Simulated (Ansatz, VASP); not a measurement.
One calculation of WS2, two programs

```
W S
1.0
     3.18000    0.00000    0.00000
    -1.59000    2.75396    0.00000
     0.00000    0.00000   12.50000
W S
2 4
Cartesian
  0.0000 1.8360 3.1250
  1.5900 0.9180 9.3750
  -0.0375 1.7710 7.7500
  1.5900 0.9180 1.5000
  0.0000 1.8360 11.0000
  1.5900 0.9180 4.7500
```

Alike in both runs: task single point; functional PBEsol; k mesh 12 × 12 × 4; occupations gaussian, width 0.05 eV; no spin polarisation.

|  | VASP | Ansatz |
| --- | --- | --- |
| version | VASP 6.6.1 | Ansatz 0.2.0 |
| potentials or method | VASP PAW PBE potentials, release 64 (W_sv, S), cutoff 520 eV | scalar-relativistic, plane waves, PAW |
| valence electrons in the cell | 52 | 52 |

VASP gave:

```
gap on the k mesh at the Fermi level (eV)                     : 0.95
least direct gap on the mesh (eV)                             : 1.85
pressure (GPa)                                                : -8.5
traceless stress, the component that is largest in VASP (GPa) : -2.91
rms of the force components (eV/Å)                            : 0.638
```

**Question.** Estimate Ansatz's values.

**Answer.** gap on the k mesh at the Fermi level (eV): 0.93; least direct gap on the mesh (eV): 1.85; pressure (GPa): -8.6; traceless stress, the component that is largest in VASP (GPa): -2.94; rms of the force components (eV/Å): 0.646.

VASP's potentials were made for PBE, not for PBEsol. Atom by atom the forces differ by 0.008 eV/Å (rms over components).

Spin-orbit coupling is off throughout.
